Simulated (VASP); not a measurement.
Here is a VASP 6.6.1 calculation.

Contents of INCAR:

```
PREC     = Accurate       # precision mode
ENCUT    = 600            # plane-wave cutoff, eV
EDIFF    = 1E-6           # SCF threshold, eV
ISMEAR   = 0              # smearing method
SIGMA    = 0.02           # smearing width, eV
LREAL    = False          # projectors in reciprocal space
LASPH    = True           # aspherical terms in the spheres
NELM     = 120            # most SCF steps
ALGO     = Normal         # electronic algorithm
ISIF     = 2              # what is computed and relaxed
LWAVE    = False          # write WAVECAR
LCHARG   = False          # write CHGCAR
GGA      = PS             # functional
NBANDS   = 16             # bands
GGA_COMPAT= False
```

File KPOINTS:

```
Automatic mesh
0
Gamma
  6 6 6
```

Contents of POSCAR:

```
GaN
1.0
    0.0000000000      2.2491817703      2.2491817703
    2.2491817703      0.0000000000      2.2491817703
    2.2491817703      2.2491817703      0.0000000000
Ga N
1 1
Direct
    0.0000000000      0.0000000000      0.0000000000
    0.2500000000      0.2500000000      0.2500000000
```

Potentials or basis: VASP PAW PBE potentials, release 64 (Ga_d, N).

Run with:

```sh
$ cat potpaw_PBE.64/Ga_d/POTCAR potpaw_PBE.64/N/POTCAR > POTCAR
$ mpirun -np 1 vasp_std > vasp.out
```

(1) Predict the band gap on the k mesh.

(2) What does it give for the pressure?

Results:

(1) 1.72 eV, direct.

(2) -0.5 GPa.

Caveat: the PAW data sets were made with another functional, which shifts forces and pressure a little.
